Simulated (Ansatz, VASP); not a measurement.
Two plane-wave programs on Al

```
CELL_PARAMETERS angstrom
2.72451 0.00000 0.00000
-1.36225 2.35949 0.00000
0.00000 0.00000 5.18613
ATOMIC_POSITIONS crystal
Al 0.66667 0.33333 0.75000
Al 0.33333 0.66667 0.25000
```

Alike in both runs: task single point; functional LDA; k mesh 21 × 21 × 12; occupations gaussian, width 0.15 eV; no spin polarisation.

```csv
,VASP,Ansatz
version,VASP 6.6.1,Ansatz 0.2.0
potentials or method,"VASP PAW LDA potentials, release 64 (Al), cutoff 520 eV","scalar-relativistic, plane waves, PAW"
valence electrons in the cell,6,6
```

Ansatz gave:

| Item | Value |
| --- | --- |
| gap on the k mesh at the Fermi level (eV) | none |
| pressure (GPa) | -1.2 |
| traceless stress, the component that is largest in VASP (GPa) | -5.56 |

Which values does VASP return?

gap on the k mesh at the Fermi level (eV): none; pressure (GPa): -1.1; traceless stress, the component that is largest in VASP (GPa): -5.62.

LDA's correlation is that of Perdew and Zunger in VASP and of Perdew and Wang (1992) in Ansatz. A gap of «none» marks a metal or a gap that the smearing closes.
